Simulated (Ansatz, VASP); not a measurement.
**GaSb: VASP beside Ansatz**

```
Ga Sb
1.0
     0.00000    3.10806    3.10806
     3.10806    0.00000    3.10806
     3.10806    3.10806    0.00000
Ga Sb
1 1
Cartesian
  0.0000 0.0000 0.0000
  1.5540 1.5540 1.5540
```

Alike in both runs: task single point; functional PBEsol; k mesh 9 × 9 × 9; occupations fermi-dirac, width 0.08 eV; no spin polarisation.

```csv
,VASP,Ansatz
version,VASP 6.6.1,Ansatz 0.2.0
potentials or method,"VASP PAW PBE potentials, release 64 (Ga_d, Sb), cutoff 520 eV","all-electron LAPW, scalar-relativistic"
```

Ansatz gave:

```
pressure (GPa) : -2.3
```

Question: Estimate VASP's values.

Answer: Pressure (GPa): -2.2.

VASP's potentials were made for PBE, not for PBEsol. Ansatz ran all-electron here, and VASP with PAW potentials.

Spin-orbit coupling is off throughout.
